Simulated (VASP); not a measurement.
## InAs: relaxation of cell and atoms with LDA

Crystal: InAs.

```
In As
1.0
     0.00000    3.01800    3.01800
     3.01800    0.00000    3.01800
     3.01800    3.01800    0.00000
In As
1 1
Cartesian
  0.0000 0.0000 0.0000
  4.5270 4.5270 4.5270
```

```yaml
Program: VASP 6.6.1
Task: relaxation of cell and atoms
Functional: LDA
Potentials_or_basis: VASP PAW LDA potentials, release 64 (In_d, As)
Cutoff: 600 eV
k_mesh: 8 × 8 × 8
Occupations: fermi-dirac, width 0.05 eV
Spin: no spin polarisation
Dipole_correction: no
Further_INCAR_settings: ALGO = Normal; EDIFF = 1e-06; IBRION = 2; EDIFFG = -0.01; NSW = 80; ISIF = 3
```

```json
{
  "Relaxed volume": "27.44 Å³/atom",
  "Relaxed cell": "a = 4.266 Å, b = 4.266 Å, c = 4.266 Å, α = 60.00°, β = 60.00°, γ = 60.00°",
  "Space group after relaxing (to 0.05 Å)": "F-43m (No. 216)",
  "Energy gained by relaxing": "0.0 meV/atom",
  "Ionic steps": "3",
  "Pressure after relaxing": "0.0 GPa",
  "Band gap on the k mesh": "zero (filled and empty bands touch)"
}
```

Final structure:
```
In As
1.0
     0.00000    3.01629    3.01629
     3.01629    0.00000    3.01629
     3.01629    3.01629    0.00000
In As
1 1
Direct
  0.00000 0.00000 0.00000
  0.75000 0.75000 0.75000
```

Levels at points of the mesh, in eV from the Fermi level:
```tsv
k point	band 6	band 7	band 8	band 9	band 10	band 11	band 12	band 13
(0.00, 0.00, 0.00)	-12.01	-0.41	-0.05	-0.05	-0.05	3.78	3.78	3.78
(0.50, 0.00, 0.00)	-10.50	-5.92	-1.06	-1.06	0.78	4.56	4.56	6.65
(0.50, 0.50, 0.00)	-9.95	-5.99	-2.42	-2.42	1.36	1.91	9.00	9.14
```

Run time: 24 s on 1 thread of Intel(R) Xeon(R) Platinum 8559C (Emerald Rapids), on a shared host, peak memory 0.19 GiB.

Caveat: spin-orbit coupling is left out, which moves the levels of the heavy elements.
